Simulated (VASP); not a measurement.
Wanted: the native input for a VASP 6.6.1 run.

* Task: single point
* Functional: LDA
* Potentials or basis: VASP PAW LDA potentials, release 64 (Zn, Se)
* Cutoff: 520 eV
* k mesh: 8 × 8 × 6
* Occupations: gaussian, width 0.05 eV
* Spin: no spin polarisation
* Dipole correction: no
* Further INCAR settings: ALGO = Normal; EDIFF = 1e-06; NBANDS = 26

The structure of ZnSe lies in POSCAR:

```
ZnSe
1.0
    3.7875101274      0.0000000000      0.0000000000
    0.0000000000      3.7875101274      0.0000000000
    0.0000000000      0.0000000000      4.9987337378
Zn Se
2 2
Direct
    0.0000000000      0.0000000000      0.0000000000
    0.5000000000      0.5000000000      0.0000000000
    0.0000000000      0.5000000000      0.2419974579
    0.5000000000      0.0000000000      0.7580025421
```

This cell differs from its parent crystal: atoms shifted along a free coordinate.

One way to write it, as run:

INCAR

```
PREC = Accurate
ENCUT = 520
EDIFF = 1E-6
ISMEAR = 0
SIGMA = 0.05
LREAL = False
LASPH = True
NELM = 100
ALGO = Normal
ISIF = 2
LWAVE = False
LCHARG = False
GGA = CA
NBANDS = 26
```

KPOINTS

```
regular mesh
0
Gamma
  8 8 6
```

Potentials or basis: VASP PAW LDA potentials, release 64 (Zn, Se).

Command:

```bash
$ cat potpaw_LDA.64/Zn/POTCAR potpaw_LDA.64/Se/POTCAR > POTCAR
$ mpirun -np 1 vasp_std > vasp.out
```

It gave:

```json
{"Pressure": "31.8 GPa", "Largest force": "5.273 eV/Å", "Band gap on the k mesh": "0.93 eV"}
```

Caveat: the cell differs from its parent crystal (atoms shifted along a free coordinate); the cell stands under pressure; forces of over 1 eV/Å act on the atoms, so gaps and moduli don't describe the material at rest.

Wall time 84 s on 1 thread of Intel(R) Xeon(R) Platinum 8259CL CPU @ 2.50GHz (Skylake/Cascade Lake) (shared host), peak memory 0.22 GiB.
